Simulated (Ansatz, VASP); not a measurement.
MgS: VASP beside Ansatz

The input INCAR:

```
SYSTEM = MgS
  PREC = Accurate
  ENCUT = 840
  EDIFF = 1E-6
  ISMEAR = 0
  SIGMA = 0.5
  LREAL = .FALSE.
  LASPH = .TRUE.
  NELM = 120
  ALGO = Normal
  ISIF = 2
  LWAVE = .FALSE.
  LCHARG = .FALSE.
  GGA = PS
  NBANDS = 15
  GGA_COMPAT = .FALSE.
```

File KPOINTS:

```
regular mesh
0
G
  6 6 6
  0 0 0
```

POSCAR

```
MgS
1.0
    0.0000000000      2.6015177399      2.6015177399
    2.6015177399      0.0000000000      2.6015177399
    2.6015177399      2.6015177399      0.0000000000
Mg S
1 1
Direct
    0.0000000000      0.0000000000      0.0000000000
    0.5000000000      0.5000000000      0.5000000000
```

Input for Ansatz:

```yaml
crystal:
  lattice:
    - [0.0, 2.6015177399, 2.6015177399]
    - [2.6015177399, 0.0, 2.6015177399]
    - [2.6015177399, 2.6015177399, 0.0]
  atoms:
    - { symbol: Mg, position: [0.0, 0.0, 0.0] }
    - { symbol: S, position: [0.5, 0.5, 0.5] }
kpoints:
  mp_grid: { grid: [6, 6, 6] }
hamiltonian:
  xc: pbesol
scf:
  occupations: { method: gaussian, width: 0.5 }
  n_extra_bands: 4
output:
  forces: true
  stress: true
  eigenvalues: true
```

Alike in both runs: task single point; functional PBEsol; k mesh 6 × 6 × 6; occupations gaussian, width 0.5 eV; no spin polarisation.

|  | VASP | Ansatz |
| --- | --- | --- |
| version | VASP 6.6.1 | Ansatz 0.2.0 |
| potentials or method | VASP PAW PBE potentials, release 64 (Mg_sv, S) | plane waves |
| plane-wave cutoff (eV) | 840 | 420 |
| valence electrons in the cell | 16 | 16 |

|  | VASP | Ansatz | Ansatz less VASP |
| --- | --- | --- | --- |
| pressure (GPa) | -0.9 | -0.9 | +0.04 |

VASP's potentials were made for PBE, not for PBEsol.
